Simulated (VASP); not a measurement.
A run of VASP 6.6.1:

The input INCAR:

```
ALGO     = Normal         # electronic algorithm
EDIFF    = 1E-7           # SCF threshold, eV
EDIFFG   = -0.04          # ionic threshold
ENCUT    = 600            # plane-wave cutoff, eV
GGA      = PE             # functional
IBRION   = 2              # ionic algorithm
ISIF     = 3              # what is computed and relaxed
ISMEAR   = 0              # smearing method
LASPH    = T              # aspherical terms in the spheres
LCHARG   = F              # write CHGCAR
LREAL    = F              # projectors in reciprocal space
LWAVE    = F              # write WAVECAR
NELM     = 60             # most SCF steps
NSW      = 90             # ionic steps
PREC     = Accurate       # precision mode
SIGMA    = 0.1            # smearing width, eV
```

File KPOINTS:

```
k-points
0
Gamma
  6 6 2
```

Contents of POSCAR:

```
Cu2Ge
1.0
    3.9927154700      0.0000000000      0.0000000000
   -1.9963577300      3.4577930200      0.0000000000
    0.0000000000      0.0000000000      7.4838456200
Cu Ge
4 2
Direct
    0.0000000000      0.0000000000      0.6159096000
    0.0000000000      0.0000000000      0.3840904000
    0.0000000000      0.0000000000      0.1364932300
    0.0000000000      0.0000000000      0.8635067700
    0.3333333300      0.6666666700      0.5000000000
    0.6666666700      0.3333333300      0.5000000000
```

Potentials or basis: VASP PAW PBE potentials, release 64 (Cu, Ge_d).

Launch:

```sh
$ cat potpaw_PBE.64/Cu/POTCAR potpaw_PBE.64/Ge_d/POTCAR > POTCAR
$ mpirun -np 1 vasp_std > vasp.out
```

Hardware: 1 thread of AMD EPYC 7R13, on a shared host.

**Question.** Estimate the wall time of this run.

**Answer.** It took 36 min on 1 thread of AMD EPYC 7R13 (shared host), peak memory 0.25 GiB. Counts: scf iterations 180, k points 14, ion steps 14.
